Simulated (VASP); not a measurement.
# Rb (Pm-3m) in VASP: notebook, part 2 of 2

VASP 6.6.1. Earlier steps stand in the parts before.

### 4 Single point, PBEsol (volume scaled by 0.5)

Contents of INCAR:

```
PREC = Accurate
ENCUT = 520
EDIFF = 1E-6
ISMEAR = -1
SIGMA = 0.1
LREAL = False
LASPH = True
NELM = 100
ALGO = Normal
ISIF = 2
LWAVE = False
LCHARG = False
GGA = PS
NBANDS = 10
```

Contents of KPOINTS:

```
regular mesh
0
Gamma
  9 9 9
```

Contents of POSCAR:

```
Rb
1.0
    3.6097513404      0.0000000000      0.0000000000
    0.0000000000      3.6097513404      0.0000000000
    0.0000000000      0.0000000000      3.6097513404
Rb
1
Direct
    0.0000000000      0.0000000000      0.0000000000
```

Potentials or basis: VASP PAW PBE potentials, release 64 (Rb_sv).

Run with:

```sh
$ cat potpaw_PBE.64/Rb_sv/POTCAR > POTCAR
$ mpirun -np 1 vasp_std > vasp.out
```

OUTCAR:

```text
PREC = Accurate
   ENCUT = 520
   EDIFF = 1E-6
   ISMEAR = -1
   LREAL = False
   LASPH = True
   NELM = 100
   ISIF = 2
   GGA = PS

 ion  position               nearest neighbor table
   1  0.000  0.000  0.000-

  LATTYP: Found a simple cubic cell.
 ALAT       =     3.6097513404

  Lattice vectors:

 A1 = (   3.6097513404,   0.0000000000,   0.0000000000)
 A2 = (   0.0000000000,   3.6097513404,   0.0000000000)
[... 481 lines left out ...]
  band No.  band energies     occupation
      1     -27.0173      2.00000
      2     -11.6495      2.00000
      3     -11.4268      2.00000
      4     -10.7882      2.00000
      5       2.0612      0.45467
      6       3.9866      0.00000
      7       5.4681      0.00000
      8       6.1315      0.00000
      9       8.0063      0.00000
     10       8.2323      0.00000

 [... further k-points ...]
[... 5 lines left out ...]
  --------------------------------------------------------------------------------------
  -------------------------------------------------------------------------------------
  Total        1.4000851      1.4000851      1.4000851      0.0000000     -0.0000000      0.0000000
  in kB       47.6906410     47.6906410     47.6906410      0.0000000     -0.0000000      0.0000000
  external PRESSURE =      47.6906410 kB  Pullay stress =       0.0000000 kB

 VOLUME and BASIS-vectors are now :
 -----------------------------------------------------------------------------
  energy-cutoff  :      520.00
  volume of cell :       47.04
      direct lattice vectors                 reciprocal lattice vectors
     3.609751340  0.000000000  0.000000000     0.277027392  0.000000000  0.000000000
     0.000000000  3.609751340  0.000000000     0.000000000  0.277027392  0.000000000
     0.000000000  0.000000000  3.609751340     0.000000000  0.000000000  0.277027392

 POSITION                                       TOTAL-FORCE (eV/Angst)
 -----------------------------------------------------------------------------------
      0.00000      0.00000      0.00000         0.000000      0.000000      0.000000
 -----------------------------------------------------------------------------------
    total drift:                               -0.000000      0.000000     -0.000000

  FREE ENERGIE OF THE ION-ELECTRON SYSTEM (eV)
  ---------------------------------------------------
  free  energy   TOTEN  =        -0.4889938660 eV

  energy  without entropy=       -0.4417783647  energy(sigma->0) =       -0.46538612
```

OSZICAR:

```text
N       E                     dE             d eps       ncg     rms          rms(c)
DAV:   1     0.350727446991E+02    0.35073E+02   -0.38560E+03   700   0.716E+02
DAV:   2     0.106596035350E+01   -0.34007E+02   -0.33400E+02   808   0.133E+02
DAV:   3    -0.466410119542E+00   -0.15324E+01   -0.15251E+01   916   0.263E+01
DAV:   4    -0.509809583833E+00   -0.43399E-01   -0.43159E-01   918   0.381E+00
DAV:   5    -0.511473961332E+00   -0.16644E-02   -0.16635E-02   964   0.536E-01    0.285E+00
DAV:   6    -0.494802456916E+00    0.16672E-01   -0.19440E-02   786   0.769E-01    0.181E+00
DAV:   7    -0.489174192173E+00    0.56283E-02   -0.31117E-02   840   0.957E-01    0.227E-01
DAV:   8    -0.489003091157E+00    0.17110E-03   -0.25359E-03   784   0.360E-01    0.295E-02
DAV:   9    -0.488992535095E+00    0.10556E-04   -0.79676E-05   846   0.578E-02    0.237E-02
DAV:  10    -0.488993594366E+00   -0.10593E-05   -0.30531E-06   894   0.119E-02    0.293E-03
DAV:  11    -0.488993865994E+00   -0.27163E-06   -0.30062E-07   420   0.445E-03
   1 F= -.48899387E+00 E0= -.46538612E+00  d E =-.472155E-01
```

stdout:

```text
POSCAR found type information on POSCAR Rb
 POSCAR found :  1 types and       1 ions
 scaLAPACK will be used
 -----------------------------------------------------------------------------
|                                                                             |
|                                                                             |
|     You enforced a specific xc type in the INCAR file but a different       |
|     I HOPE YOU KNOW WHAT YOU ARE DOING!                                     |
|                                                                             |
 -----------------------------------------------------------------------------

 LDA part: xc-table for (Slater+PW92), standard interpolation
 POSCAR, INCAR and KPOINTS ok, starting setup
 FFT: planning ... GRIDC
 FFT: planning ... GRID_SOFT
 FFT: planning ... GRID
 WAVECAR not read
 entering main loop
```

It took 12 s on 1 thread of Intel Xeon Platinum 8259CL at 2.50GHz (Skylake/Cascade Lake), shared host; peak memory 0.15 GiB.

What came out:

* Free energy: -0.4890 eV
* Pressure: 4.8 GPa

Caveat: the PAW data sets were made with another functional, which shifts forces and pressure a little.

### 5 Single point, PBEsol (volume scaled by 0.58)

Contents of INCAR:

```
SYSTEM = Rb
ALGO = Normal
EDIFF = 1E-6
ENCUT = 520
GGA = PS
ISIF = 2
ISMEAR = -1
LASPH = .True.
LCHARG = .False.
LREAL = .False.
LWAVE = .False.
NBANDS = 10
NELM = 80
PREC = Accurate
SIGMA = 0.1
```

Contents of KPOINTS:

```
k-points
0
Gamma
  9 9 9
  0 0 0
```

Contents of POSCAR:

```
Rb
1.0
    3.7928291730      0.0000000000      0.0000000000
    0.0000000000      3.7928291730      0.0000000000
    0.0000000000      0.0000000000      3.7928291730
Rb
1
Direct
    0.0000000000      0.0000000000      0.0000000000
```

Run with:

```sh
$ cat potpaw_PBE.64/Rb_sv/POTCAR > POTCAR
$ mpirun -np 1 vasp_std > vasp.out
```

Wall time 12 s (1 thread of Intel Xeon Platinum 8259CL at 2.50GHz (Skylake/Cascade Lake), shared host); peak memory 0.16 GiB.

It converged, with:

| Quantity | Value |
| --- | --- |
| Free energy | -0.6744 eV |
| Pressure | 3.2 GPa |

Levels at points of the mesh, in eV from the Fermi level:
```tsv
k point	band 3	band 4	band 5	band 6	band 7	band 8
(0.00, 0.00, 0.00)	-12.87	-12.87	-2.66	2.10	2.10	7.65
```

Caveat: the PAW data sets were made with another functional, which shifts forces and pressure a little.

### 6 Overview

| cell | gap on the mesh (eV) | pressure (GPa) |
| --- | --- | --- |
| a = 3.433 Å, 1 atom | none | 6.9 |
| a = 3.610 Å, 1 atom | none | 4.8 |
| a = 3.793 Å, 1 atom | none | 3.2 |

Alike in all rows: task single point; level PBEsol; potentials or basis VASP PAW PBE potentials, release 64 (Rb_sv); no spin polarisation; k mesh 9 × 9 × 9; cutoff (eV) 520; smearing fermi-dirac 0.1 eV.

Caveats: the PAW data sets were made with another functional, which shifts forces and pressure a little.

Absolute energies hang on the potentials; compare differences alone.
